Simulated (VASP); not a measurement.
# H2CO in VASP: a series of runs, part 2 of 2

VASP 6.6.1.

## (3) Single point, PBE+D3(BJ)

Input file INCAR:

```
SYSTEM = H2CO
PREC = Accurate
ENCUT = 520
EDIFF = 1E-7
ISMEAR = -1
SIGMA = 0.02
LREAL = Auto
LASPH = .TRUE.
NELM = 60
ALGO = Normal
ISIF = 2
LWAVE = .FALSE.
LCHARG = .FALSE.
GGA = PE
IVDW = 12
NBANDS = 70
```

Input file KPOINTS:

```
regular mesh
0
G
  1 1 1
  0 0 0
```

Input file POSCAR:

```
H2CO
1.0
    7.8729940000      0.0000000000      0.0000000000
    0.0000000000      7.8729940000      0.0000000000
    0.0000000000      0.0000000000      7.8729940000
O C H
8 8 16
Direct
    0.8300654109     -0.1587197958      0.7195483700
   -0.0180490421     -0.0164486344      0.1938652563
    0.2296076944      0.6923414396      0.5646771736
    0.8520265607      0.3264323585      0.6188370015
    0.4333040264      0.1711801127      0.7898519928
    0.4366064549      0.8354382081      0.1580339068
    1.0374706243      0.4446720015      0.0362378023
    0.4968503723      0.3470471335      0.1732250780
    0.7390454000     -0.0946907873      0.8302940406
    0.0311444414     -0.0316652089      0.0529023647
    0.0832720055      0.6896486902      0.5168173633
    0.8858764531      0.2358569053      0.4981078355
    0.3305730958      0.2810747728      0.8087901502
    0.5163092973      0.7271820606      0.2336214152
    0.9669002669      0.5761467620     -0.0058935648
    0.4760704759      0.2296712026      0.2752320147
    0.6668873366     -0.1688684127      0.9198152571
    0.7124481487      0.0443541555      0.8417382256
    0.0193446102      0.0647403008     -0.0460942813
    0.0646894942     -0.1686270814      0.0092976065
    0.0604090388      0.7637374041      0.3990476812
   -0.0185698097      0.6233714899      0.5898645420
    0.8913000569      0.2798681162      0.3680429580
    0.9101366011      0.1020450416      0.5068846744
    0.2498668232      0.3202847608      0.6940053555
    0.3095772714      0.3459674934      0.9309800058
    0.6397439144      0.6759817167      0.1854821685
    0.4730220803      0.6916174457      0.3604473724
    1.0070374752      0.6181384109     -0.1250731297
    0.8539826145      0.6431860611      0.0393243028
    0.5631910808      0.1228757446      0.3093105368
    0.3653502086      0.2324655652      0.3558493757
```

Potentials or basis: VASP PAW PBE potentials, release 64 (O, C, H).

The run is started by

```
> cat potpaw_PBE.64/O/POTCAR potpaw_PBE.64/C/POTCAR potpaw_PBE.64/H/POTCAR > POTCAR
> mpirun -np 1 vasp_gam > vasp.out
```

OUTCAR:

```text
SYSTEM = H2CO
   PREC = Accurate
   ENCUT = 520
   EDIFF = 1E-7
   ISMEAR = -1
   LREAL = Auto
   LASPH = .TRUE.
   NELM = 60
   ISIF = 2
   GGA = PE
   IVDW = 12
 IVDW          = 12

 ion  position               nearest neighbor table
   1  0.830  0.841  0.720-   9 1.24
   2  0.982  0.984  0.194-  10 1.18
   3  0.230  0.692  0.565-  11 1.21
   4  0.852  0.326  0.619-  12 1.22
   5  0.433  0.171  0.790-  13 1.19
   6  0.437  0.835  0.158-  14 1.21
   7  0.037  0.445  0.036-  15 1.22
   8  0.497  0.347  0.173-  16 1.24
   9  0.739  0.905  0.830-  17 1.08  18 1.12   1 1.24
  10  0.031  0.968  0.053-  19 1.09  20 1.16   2 1.18
  11  0.083  0.690  0.517-  21 1.11  22 1.12   3 1.21
  12  0.886  0.236  0.498-  24 1.07  23 1.08   4 1.22
  13  0.331  0.281  0.809-  26 1.10  25 1.15   5 1.19
  14  0.516  0.727  0.234-  28 1.09  27 1.12   6 1.21
  15  0.967  0.576  0.994-  29 1.04  30 1.09   7 1.22
  16  0.476  0.230  0.275-  32 1.08  31 1.12   8 1.24
  17  0.667  0.831  0.920-   9 1.08
  18  0.712  0.044  0.842-   9 1.12
  19  0.019  0.065  0.954-  10 1.09
  20  0.065  0.831  0.009-  10 1.16
  21  0.060  0.764  0.399-  11 1.11
  22  0.981  0.623  0.590-  11 1.12
[... 8 lines left out ...]
  31  0.563  0.123  0.309-  16 1.12
  32  0.365  0.232  0.356-  16 1.08

  LATTYP: Found a simple cubic cell.
 ALAT       =     7.8729940000

  Lattice vectors:

 A1 = (   7.8729940000,   0.0000000000,   0.0000000000)
 A2 = (   0.0000000000,   7.8729940000,   0.0000000000)
 A3 = (   0.0000000000,   0.0000000000,   7.8729940000)

Analysis of symmetry for initial positions (statically):
=====================================================================
 Subroutine PRICEL returns:
[... 176 lines left out ...]
   IALGO  =     38    algorithm
   IMIX   =      4    mixing-type and parameters
     AMIX     =   0.40;   BMIX     =  1.00
     AMIX_MAG =   1.60;   BMIX_MAG =  1.00
  volume/ion in A,a.u.               =      15.25       102.91
  Fermi-wavevector in a.u.,A,eV,Ry     =   0.952121  1.799247 12.334140  0.906534
  Thomas-Fermi vector in A             =   2.080654
   LORBIT       =      0    0 simple, 1 ext, 2 COOP (PROOUT), +10 PAW based schemes
   GGA     = PE    functional components
   LHFCALC =     F    Hartree Fock is set to
   AEXX    =    0.0000 exact exchange contribution
   IVDW    =    12    specifies the selected vdW correction
   LEPSILON=     F    determine dielectric tensor
   LRPA    =     F    only Hartree local field effects (RPA)
 non-spin polarized calculation
  energy-cutoff  :      520.00
  volume of cell :      488.00
 maximum number of plane-waves:      6603
 NGX is ok and might be reduce to    60
   NGX = 29   NGY = 29   NGZ = 29

 number of electron      95.9999998 magnetization

 Free energy of the ion-electron system (eV)
  ---------------------------------------------------
  ext. energy  EPLUGINS =         0.00000000
  ---------------------------------------------------
  free energy    TOTEN  =      -176.96138421 eV

  energy without entropy =     -176.96138421  energy(sigma->0) =     -176.96138421

 E-fermi :  -2.2844     XC(G=0):  -6.0378

 val. band max:       -2.8465987093   @ k =   0.0000   0.0000   0.0000
 cond. band min:      -0.4966959800   @ k =   0.0000   0.0000   0.0000
 fundamental gap:      2.3499027293
 Fermi energy:        -2.2844479536

 k-point     1 :       0.0000    0.0000    0.0000
  band No.  band energies     occupation
      1     -24.7118      2.00000
      2     -23.8571      2.00000
      3     -23.8318      2.00000
      4     -23.8025      2.00000
      5     -23.7688      2.00000
      6     -23.7156      2.00000
[... 52 lines left out ...]
     59       3.5492      0.00000
     60       3.6997      0.00000
 [bands above 60 left out]

------------------------ aborting loop because EDIFF is reached ----------------------------------------

 Edisp (eV)   -1.15113

 E8    (eV) :    -0.2629

  FORCE on cell =-STRESS in cart. coord.  units (eV):
  Direction    XX          YY          ZZ          XY          YZ          ZX
  --------------------------------------------------------------------------------------
  -------------------------------------------------------------------------------------
  Total       3.55371     2.01269     6.99389    -1.15917    -1.98590    -1.80591
  in kB      11.66737     6.60796    22.96199    -3.80574    -6.52001    -5.92907
  external pressure =       13.75 kB  Pullay stress =        0.00 kB

 VOLUME and BASIS-vectors are now :
 -----------------------------------------------------------------------------
  energy-cutoff  :      520.00
  volume of cell :      488.00
      direct lattice vectors                 reciprocal lattice vectors
     7.872994000  0.000000000  0.000000000     0.127016482  0.000000000  0.000000000
     0.000000000  7.872994000  0.000000000     0.000000000  0.127016482  0.000000000
     0.000000000  0.000000000  7.872994000     0.000000000  0.000000000  0.127016482

 POSITION                                       TOTAL-FORCE (eV/Angst)
 -----------------------------------------------------------------------------------
      6.53510      6.62339      5.66500        -0.601097      0.593358      0.862103
      7.73089      7.74349      1.52630        -0.821441      1.004572      3.064423
      1.80770      5.45080      4.44570         1.040705     -0.406471      0.795101
      6.70800      2.57000      4.87210         0.046656      0.120034      0.254024
      3.41140      1.34770      6.21850         1.586350     -1.664752     -0.112909
      3.43740      6.57740      1.24420        -0.156523      0.332884     -0.731268
[... 24 lines left out ...]
      4.43400      0.96740      2.43520         0.326564      0.217092     -0.733627
      2.87640      1.83020      2.80160        -1.053551     -0.139370      0.570825
 -----------------------------------------------------------------------------------
    total drift:                               -0.010444     -0.009103     -0.002222

  FREE ENERGIE OF THE ION-ELECTRON SYSTEM (eV)
  ---------------------------------------------------
  free  energy   TOTEN  =      -178.1125171026 eV

  energy  without entropy=     -178.1125171026  energy(sigma->0) =     -178.11251710
```

OSZICAR:

```text
N       E                     dE             d eps       ncg     rms          rms(c)
DAV:   1     0.827036135408E+03    0.82704E+03   -0.47657E+04   140   0.122E+03
DAV:   2    -0.851144503063E+02   -0.91215E+03   -0.86166E+03   192   0.288E+02
DAV:   3    -0.188761284498E+03   -0.10365E+03   -0.10270E+03   168   0.107E+02
DAV:   4    -0.191088526915E+03   -0.23272E+01   -0.23209E+01   168   0.182E+01
DAV:   5    -0.191150550294E+03   -0.62023E-01   -0.61995E-01   168   0.273E+00    0.247E+01
DAV:   6    -0.179571214761E+03    0.11579E+02   -0.25491E+01   160   0.197E+01    0.129E+01
DAV:   7    -0.177440577471E+03    0.21306E+01   -0.28421E+00   168   0.711E+00    0.631E+00
DAV:   8    -0.176986001195E+03    0.45458E+00   -0.17767E+00   160   0.427E+00    0.185E+00
DAV:   9    -0.176962388016E+03    0.23613E-01   -0.17826E-01   168   0.157E+00    0.613E-01
DAV:  10    -0.176960260029E+03    0.21280E-02   -0.20626E-02   160   0.668E-01    0.221E-01
DAV:  11    -0.176961571308E+03   -0.13113E-02   -0.61005E-03   152   0.311E-01    0.990E-02
DAV:  12    -0.176961436966E+03    0.13434E-03   -0.91360E-04   168   0.146E-01    0.405E-02
DAV:  13    -0.176961403852E+03    0.33113E-04   -0.17461E-04   168   0.523E-02    0.201E-02
DAV:  14    -0.176961388764E+03    0.15088E-04   -0.36568E-05   152   0.281E-02    0.789E-03
DAV:  15    -0.176961386617E+03    0.21467E-05   -0.95820E-06   168   0.145E-02    0.602E-03
DAV:  16    -0.176961384858E+03    0.17592E-05   -0.18739E-06   168   0.774E-03    0.283E-03
DAV:  17    -0.176961384273E+03    0.58465E-06   -0.77697E-07   168   0.448E-03    0.106E-03
DAV:  18    -0.176961384207E+03    0.66426E-07   -0.17017E-07   120   0.199E-03
   1 F= -.17811252E+03 E0= -.17811252E+03  d E =-.723491E-12
```

It took 69 s on 1 thread of Intel Xeon Platinum 8375C at 2.90GHz (Ice Lake), shared host; peak memory 0.44 GiB.

What came out:

| Property | Result |
| --- | --- |
| Free energy | -178.1125 eV |
| Pressure | 1.4 GPa |
| Largest force | 3.635 eV/Å |
| Band gap on the k mesh | 2.35 eV |
| Dispersion energy per atom | -0.036 eV |

Forces on the atoms (eV/Å):
```
O   -0.601  0.593  0.862
O   -0.821  1.005  3.064
O    1.041 -0.406  0.795
O    0.047  0.120  0.254
O    1.586 -1.665 -0.113
O   -0.157  0.333 -0.731
O   -0.604 -0.121  1.674
O    0.456 -1.305  0.635
C    0.293  0.625 -1.413
C    0.299 -2.591 -2.532
C   -0.062  0.370 -0.359
C   -0.271  0.439  0.153
C   -1.630  1.367 -0.932
C    0.269  0.377  0.357
C    0.378 -1.607 -0.849
C    0.314  1.276 -0.377
H   -0.466 -0.851  0.692
H    0.368 -0.110 -0.208
H    0.381  0.666 -0.314
H    0.420  1.242 -0.062
H   -0.888 -0.173 -0.114
H    0.036  0.042 -0.439
H    0.031  0.743 -0.945
H    0.237 -1.318  0.529
H    0.173  0.099  0.776
H   -0.088  0.192  0.125
H   -0.196 -0.163 -0.041
H   -0.018 -0.596  0.518
H    0.591  1.500 -2.077
H   -0.388 -0.161  1.233
H    0.327  0.217 -0.734
H   -1.054 -0.139  0.571
```

Stress tensor (GPa, compression positive):
```
 1.17 -0.38 -0.59
-0.38  0.66 -0.65
-0.59 -0.65  2.30
```

Caveat: the k points lie up to 0.80 Å⁻¹ apart.

## (4) Single point, PBE+D3(BJ)

Input file INCAR:

```
SYSTEM = H2CO
  PREC = Accurate
  ENCUT = 520
  EDIFF = 1E-6
  ISMEAR = -1
  SIGMA = 0.02
  LREAL = Auto
  LASPH = .TRUE.
  NELM = 100
  ALGO = Normal
  ISIF = 2
  LWAVE = .FALSE.
  LCHARG = .TRUE.
  GGA = PE
  IVDW = 12
  LELF = .TRUE.
  LVHAR = .TRUE.
  NBANDS = 70
```

Input file KPOINTS:

```
Automatic mesh
0
G
  1 1 1
  0 0 0
```

Input file POSCAR:

```
H2CO
1.0
    7.8729940000      0.0000000000      0.0000000000
    0.0000000000      7.8729940000      0.0000000000
    0.0000000000      0.0000000000      7.8729940000
O C H
8 8 16
Direct
    0.7350951874     -0.1205132380      0.7320721952
   -0.0285406035     -0.0554807993      0.1870063663
    0.2453069315      0.6819641930      0.6030615545
    0.8420938718      0.3863587347      0.5696943247
    0.4424365114      0.2358060987      0.6979047615
    0.4438972010      0.7905124785      0.1013210476
    1.0368863484      0.4147342167      0.0728820573
    0.4697323534      0.3092851335      0.1202719067
    0.6953771335     -0.1449131042      0.8797923636
    0.0777848935      0.0318684353      0.1084339706
    0.1267624489      0.7283506122      0.5240573027
    0.8311577527      0.2312335053      0.5451039338
    0.3402009452      0.3374065826      0.7417762544
    0.5089550430      0.6917190588      0.1987299876
    0.9640932027      0.5296079230      0.0046996098
    0.5088788331      0.2154453566      0.2336849234
    0.6988446835     -0.2774929080      0.9352858646
    0.6378640705     -0.0330877935      0.9476953748
    0.1331386763      0.1440112872      0.1556078920
    0.1114950678     -0.0067064702     -0.0158770602
    0.1163852024      0.8435545613      0.4482411647
    0.0034421467      0.6577040450      0.5338121685
    0.8371529306      0.1827767175      0.4163473261
    0.8361749037      0.1238537715      0.6515183423
    0.2038487518      0.3379527534      0.7005721076
    0.3649564575      0.4333040264      0.8464251338
    0.5785346718      0.5812274212      0.1576528574
    0.4854315906      0.7078882570      0.3446846270
    0.9044716661      0.5144675583     -0.1235362303
    0.9643599373      0.6682464130      0.0565858427
    0.6058178121      0.1052458569      0.2112792160
    0.4491683850      0.2305857213      0.3699228019
```

The run is started by

```
> cat potpaw_PBE.64/O/POTCAR potpaw_PBE.64/C/POTCAR potpaw_PBE.64/H/POTCAR > POTCAR
> mpirun -np 1 vasp_gam > vasp.out
```

Wall time 83 s (1 thread of Intel Xeon Platinum 8375C at 2.90GHz (Ice Lake), shared host); peak memory 0.47 GiB.

It converged, with:

```
Free energy                : -178.3365 eV
Pressure                   : 0.4 GPa
Largest force              : 3.857 eV/Å
Band gap on the k mesh     : 2.75 eV
Dispersion energy per atom : -0.035 eV
```

Forces on the atoms (eV/Å):
```
O    0.481 -0.421 -0.073
O    0.855  0.996 -0.398
O    3.268 -0.824  1.539
O   -0.317 -1.452  0.130
O    1.800 -1.701 -1.176
O   -0.480  0.749 -0.719
O    0.578 -1.205  0.954
O   -0.243  0.851 -0.982
C   -0.654  0.378 -0.700
C   -2.170 -2.030  1.074
C   -3.785  0.070 -0.741
C    1.010  0.390  1.885
C   -2.092  2.010  2.045
C   -1.032  0.331  2.631
C   -0.295  2.396 -1.015
C    0.386 -1.536  1.900
H    0.098  0.752  0.051
H    0.320 -0.667  0.444
H    0.720  1.422  0.919
H    0.610 -0.372 -1.672
H    0.455  0.749 -0.533
H    0.014 -0.040 -0.245
H   -0.302 -0.421 -0.898
H   -0.339  1.578 -1.108
H    0.128 -0.064 -0.371
H    0.125 -0.194 -0.579
H    0.715 -0.755 -0.347
H    0.480 -0.294 -1.241
H   -0.186 -0.102  0.114
H   -0.055 -1.150 -0.106
H   -0.838  0.890  0.404
H    0.742 -0.332 -1.188
```

Stress tensor (GPa, compression positive):
```
 0.97 -0.93  0.94
-0.93 -0.39 -0.28
 0.94 -0.28  0.60
```

Levels at points of the mesh, in eV from the valence-band top:
| k point | band 45 | band 46 | band 47 | band 48 | band 49 | band 50 | band 51 | band 52 |
| --- | --- | --- | --- | --- | --- | --- | --- | --- |
| (0.00, 0.00, 0.00) | -0.35 | -0.18 | -0.05 | 0.00 | 2.75 | 2.80 | 3.06 | 3.13 |

Caveat: the k points lie up to 0.80 Å⁻¹ apart.
